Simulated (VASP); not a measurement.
Set up this calculation in VASP 6.6.1, as the native input.

```
Task                   : relaxation of cell and atoms
Functional             : PBE
Potentials or basis    : VASP PAW PBE potentials, release 64 (Cu, O)
Cutoff                 : 600 eV
k mesh                 : 10 × 10 × 5
Occupations            : fermi-dirac, width 0.05 eV
Spin                   : no spin polarisation
Target pressure        : 5 GPa
Dipole correction      : no
Further INCAR settings : ALGO = Normal; EDIFF = 1e-07; IBRION = 2; EDIFFG = -0.01; NSW = 60; ISIF = 3
```

The structure of CuO lies in POSCAR:

```
CuO
1.0
    2.3446500000     -1.7134000000      0.0000000000
    2.3446500000      1.7134000000      0.0000000000
   -0.8605543552      0.0000000000      5.0594363927
Cu O
2 2
Direct
    0.4968000000      0.0032000000      0.5000000000
    0.0032000000      0.4968000000      0.0000000000
    0.4056000000      0.5714000000      0.7537000000
    0.5714000000      0.4056000000      0.2537000000
```

One way to write it, as run:

INCAR

```
PREC = Accurate
ENCUT = 600
EDIFF = 1E-7
ISMEAR = -1
SIGMA = 0.05
LREAL = False
LASPH = True
NELM = 80
ALGO = Normal
ISIF = 3
LWAVE = False
LCHARG = False
GGA = PE
IBRION = 2
NSW = 60
EDIFFG = -0.01
PSTRESS = 50.0
```

KPOINTS

```
regular mesh
0
Gamma
  10 10 5
```

Potentials or basis: VASP PAW PBE potentials, release 64 (Cu, O).

Run with:

```sh
$ cat potpaw_PBE.64/Cu/POTCAR potpaw_PBE.64/O/POTCAR > POTCAR
$ mpirun -np 1 vasp_std > vasp.out
```

Results of the run:

```json
{"Relaxed volume": "10.83 Å³/atom", "Relaxed cell": "a = 2.902 Å, b = 2.902 Å, c = 5.156 Å, α = 90.53°, β = 90.53°, γ = 86.29°", "Space group after relaxing (to 0.1 Å)": "Cccm (No. 66)", "Energy change on relaxing (the run minimises the enthalpy)": "-52.9 meV/atom", "Ionic steps": "36", "Pressure after relaxing": "5.0 GPa", "Band gap on the k mesh": "zero (bands 17 and 18 overlap by 0.89 eV)"}
```

Caveat: the cell is relaxed towards a set pressure, so the run minimises the enthalpy, not the energy; semilocal functionals often make such compounds metallic where correlation or magnetic order opens a gap, which also shifts bond lengths.

It took 38 min on 1 thread of Intel(R) Xeon(R) Platinum 8488C (Sapphire Rapids), on a shared host, peak memory 0.28 GiB.
